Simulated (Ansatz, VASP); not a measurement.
Two plane-wave programs on Mg2SO

POSCAR

```
Mg2SO
1.0
    1.6115140531      0.9304080724      5.5810405267
   -1.6115140531      0.9304080724      5.5810405267
    0.0000000000     -1.8608161447      5.5810405267
O S Mg
1 1 2
Direct
    1.0000000000      0.0000000000      0.0000000000
    0.5000000000      0.5000000000      0.5000000000
    0.2620368089      0.2620368089      0.2620368089
    0.7379631911      0.7379631911      0.7379631911
```

Contents of INCAR.step1:

```
PREC = Accurate ; ENCUT = 520
ISMEAR = 0 ; SIGMA = 0.01
LREAL = False ; LASPH = True
NELM = 100 ; NBANDS = 16
GGA = PE ; ALGO = Normal
EDIFF = 1E-4 ; LWAVE = True
LCHARG = False
```

Contents of INCAR.step2:

```
PREC = Accurate ; ENCUT = 520
EDIFF = 1E-7 ; ISMEAR = 0
SIGMA = 0.01 ; LREAL = False
LASPH = True ; NELM = 100
ALGO = Normal ; ISIF = 2
LWAVE = False ; LCHARG = True
METAGGA = R2SCAN ; LMIXTAU = True
LELF = True ; LVHAR = True
NBANDS = 16 ; ISTART = 1
```

KPOINTS

```
regular mesh
0
Gamma
  10 10 10
```

Input for Ansatz:

```yaml
crystal:
  lattice:
    - [1.6115140531, 0.9304080724, 5.5810405267]
    - [-1.6115140531, 0.9304080724, 5.5810405267]
    - [0.0, -1.8608161447, 5.5810405267]
  atoms:
    - { symbol: O, position: [1.0, 0.0, 0.0] }
    - { symbol: S, position: [0.5, 0.5, 0.5] }
    - { symbol: Mg, position: [0.2620368089, 0.2620368089, 0.2620368089] }
    - { symbol: Mg, position: [0.7379631911, 0.7379631911, 0.7379631911] }
kpoints:
  mp_grid: { grid: [10, 10, 10] }
  band_path:
    path:
      - [0.0, 0.0, 0.0]
      - [0.5, 0.5, 0.5]
      - [0.8128277351, 0.1871722649, 0.5]
      - [0.5, -0.1871722649, 0.1871722649]
      - [0.5, 0.0, 0.0]
      - [0.3435861324, -0.3435861324, 0.0]
      - [0.6564138676, 0.0, 0.3435861324]
      - [0.5, 0.0, 0.5]
    npoints: 1
hamiltonian:
  xc: r2scan
scf:
  occupations: { method: fixed }
  n_extra_bands: 5
output:
  forces: true
  stress: true
  eigenvalues: true
```

Change from the starting cell: epitaxial_xy strain -3.5%.

Alike in both runs: task single point; functional r2SCAN; k mesh 10 × 10 × 10; no spin polarisation.

|  | VASP | Ansatz |
| --- | --- | --- |
| version | VASP 6.6.1 | Ansatz 0.2.0 |
| potentials or method | VASP PAW PBE potentials, release 64 (O, S, Mg) | plane waves, PAW |
| plane-wave cutoff (eV) | 520 | 500 |
| occupations | gaussian, width 0.01 eV | fixed |
| valence electrons in the cell | 16 | 32 |

```tsv
	VASP	Ansatz	Ansatz less VASP
gap on the k mesh at the Fermi level (eV)	1.25	1.28	+0.033
pressure (GPa)	5.9	6.6	+0.76
traceless stress, the component that is largest in VASP (GPa)	-6.63	-6.65	-0.026
```

VASP's potentials were made for PBE, not for r2SCAN. VASP's potentials hold 16 valence electrons a cell and Ansatz's 32, so a difference there can come from the potentials and not from the codes.
